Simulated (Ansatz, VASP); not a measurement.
# Two plane-wave programs on NaF

```xyz
12
Lattice="6.0429 0.0000 0.0000 0.0000 6.0429 0.0000 0.0000 0.0000 6.0429" Properties=species:S:1:pos:R:3 pbc="T T T"
Na    4.5322    3.0215    0.0000
Na    3.0215    0.0000    4.5322
Na    0.0000    4.5322    3.0215
Na    0.0000    1.5107    3.0215
Na    1.5107    3.0215    0.0000
Na    3.0215    0.0000    1.5107
F     3.0215    4.5322    0.0000
F     4.5322    0.0000    3.0215
F     0.0000    3.0215    4.5322
F     1.5107    0.0000    3.0215
F     0.0000    3.0215    1.5107
F     3.0215    1.5107    0.0000
```

Alike in both runs: task single point; functional PBE; k mesh 4 × 4 × 4; occupations gaussian, width 0.1 eV; no spin polarisation.

```csv
,VASP,Ansatz
version,VASP 6.6.1,Ansatz 0.2.0
potentials or method,"VASP PAW PBE potentials, release 64 (Na_pv, F), cutoff 520 eV","scalar-relativistic, plane waves, PAW"
valence electrons in the cell,84,96
```

Ansatz gave:

```
gap on the k mesh at the Fermi level (eV) : 5.39
least direct gap on the mesh (eV)         : 5.39
pressure (GPa)                            : 4.5
```

Problem. Which values does VASP return?

Solution. gap on the k mesh at the Fermi level (eV): 5.37; least direct gap on the mesh (eV): 5.37; pressure (GPa): 4.6.

The functional is the same, so the differences come from potentials, cutoffs and numerics. VASP's potentials hold 84 valence electrons a cell and Ansatz's 96, so a difference there can come from the potentials and not from the codes.
